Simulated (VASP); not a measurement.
A run of VASP 6.6.1 is set up as follows.

POSCAR

```
Al3Cu
1.0
    3.9241510000      0.0000000000      0.0000000000
    0.0000000000      3.9241510000      0.0000000000
    0.0000000000      0.0000000000      3.9241510000
Al Cu
3 1
Direct
    0.0000000000      0.5000000000      0.5000000000
    0.5000000000      0.0000000000      0.5000000000
    0.5000000000      0.5000000000      0.0000000000
    0.0000000000      0.0000000000      0.0000000000
```

INCAR.step1

```
SYSTEM = Al3Cu
ALGO = Normal
EDIFF = 1E-4
ENCUT = 520
GGA = PE
ISMEAR = 0
LASPH = .True.
LCHARG = .False.
LREAL = .False.
LWAVE = .True.
NBANDS = 18
NELM = 100
PREC = Accurate
SIGMA = 0.1
```

Contents of INCAR.step2:

```
SYSTEM = Al3Cu
ALGO = Normal
EDIFF = 1E-6
ENCUT = 520
ISIF = 2
ISMEAR = 0
ISTART = 1
LASPH = .True.
LCHARG = .False.
LMIXTAU = .True.
LREAL = .False.
LWAVE = .False.
METAGGA = R2SCAN
NBANDS = 18
NELM = 100
PREC = Accurate
SIGMA = 0.1
```

File KPOINTS:

```
k-points
0
Gamma
  16 16 16
  0 0 0
```

Potentials or basis: VASP PAW PBE potentials, release 64 (Al, Cu).

Launch:

```bash
$ cat potpaw_PBE.64/Al/POTCAR potpaw_PBE.64/Cu/POTCAR > POTCAR
$ cp INCAR.step1 INCAR
$ mpirun -np 1 vasp_std > vasp.out
$ cp INCAR.step2 INCAR
$ mpirun -np 1 vasp_std > vasp.out
```

(1) What does it give for the pressure?

(2) Estimate the band gap on the k mesh.

## Answers

(1) -2.8 GPa.

(2) zero (band 10 reaches 10.10 eV, above the bottom of band 11 at 6.26 eV).

Caveat: the PAW data sets were made with another functional, which shifts forces and pressure a little.
